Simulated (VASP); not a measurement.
Wanted: the native input for a VASP 6.6.1 run.

- Task: single point
- Functional: PBE
- Dispersion: D3(BJ)
- Potentials or basis: VASP PAW PBE potentials, release 64 (S, H, O, C)
- Cutoff: 520 eV
- k mesh: 1 × 1 × 1
- Occupations: fermi-dirac, width 0.02 eV
- Spin: no spin polarisation
- Dipole correction: no
- Further INCAR settings: LREAL = Auto; ALGO = Normal; EDIFF = 1e-06; NBANDS = 91

The structure of H4CSO2 lies in POSCAR:

```
H4CSO2
1.0
    8.5040350000      0.0000000000      0.0000000000
    0.0000000000      8.5040350000      0.0000000000
    0.0000000000      0.0000000000      8.5040350000
S H O C
5 20 10 5
Direct
    0.2846060723      0.3124751956      0.1291386971
    0.5512677217      0.8506314943      0.6485862299
    0.4684129357      0.3211651881      0.6350867559
    0.5947176840      0.9664118269      0.0520341226
    0.9639776882      0.1641808859      0.7761139271
    0.3764095515      0.3257512463     -0.0060677079
    0.1614174918      0.3336416184      0.0395106558
    0.5340053281      0.9774536441      0.5590169843
    0.4028087843      0.8591803773      0.6910954623
    0.5793367501      0.3955181276      0.5403552549
    0.3448715815      0.2917203422      0.5304187953
    0.6146846762      0.9725971260     -0.1075254276
    0.4530084836      0.8978796536      0.0493177650
    1.0962325531      0.1082192159      0.6992092577
    0.8616145159      0.0765871730      0.6938941338
    0.9038532885      0.5087467302      0.7195995783
    0.8432232464      0.7659775624      0.5140265768
    0.0952724207      0.7124029946      0.3270212317
    0.2071016876      0.9753370018      0.1695195281
    0.2588418321      0.5362748389      0.7249029431
    0.1521395432      0.7297006656      0.9733614690
    0.9406946232      0.2343828547      0.4900967599
    0.7906364449      0.1485882878      0.1843477831
    0.3369106548      0.5478810941      0.2353941394
    0.5869096258      0.7510081979      0.2935077290
    0.8328869766      0.5830879106      0.6553712444
    1.0361199125      0.6057359830      0.4790196654
    0.0975301724      0.7939054813      0.2423790589
    0.2382986429      0.9868139066      0.4013624121
    0.2585596132      0.6354277705      0.7839337444
    0.0315850064      0.5314065617      0.9006548068
    0.9372256817      0.2485408397      0.3749984566
    0.8011843789      0.0233536198      0.4022796237
    0.3841823323      0.6539131130      0.2644156568
    0.6197646176      0.5202706715      0.3258923558
    0.9098151642      0.6498091788      0.5396261892
    0.1862292429      0.9213273464      0.2833713643
    0.1374876750      0.6343694493      0.8873434787
    0.8339452977      0.1373348064      0.3117814073
    0.5417781089      0.6392259674      0.3006102397
```

One way to write it, as run:

INCAR

```
SYSTEM = H4CSO2
PREC = Accurate
ENCUT = 520
EDIFF = 1E-6
ISMEAR = -1
SIGMA = 0.02
LREAL = Auto
LASPH = .TRUE.
NELM = 100
ALGO = Normal
ISIF = 2
LWAVE = .FALSE.
LCHARG = .FALSE.
GGA = PE
IVDW = 12
NBANDS = 91
```

KPOINTS

```
regular mesh
0
G
  1 1 1
  0 0 0
```

Potentials or basis: VASP PAW PBE potentials, release 64 (S, H, O, C).

The run is started by

```sh
$ cat potpaw_PBE.64/S/POTCAR potpaw_PBE.64/H/POTCAR potpaw_PBE.64/O/POTCAR potpaw_PBE.64/C/POTCAR > POTCAR
$ mpirun -np 1 vasp_gam > vasp.out
```

It gave:

```json
{"Pressure": "-1.6 GPa", "Largest force": "3.862 eV/Å", "Band gap on the k mesh": "3.41 eV", "Dispersion energy per atom": "-0.051 eV"}
```

Caveat: the k points lie up to 0.74 Å⁻¹ apart.

It took 3.9 min on 1 thread of Intel Xeon 8259CL, with other jobs on the host, peak memory 0.58 GiB.
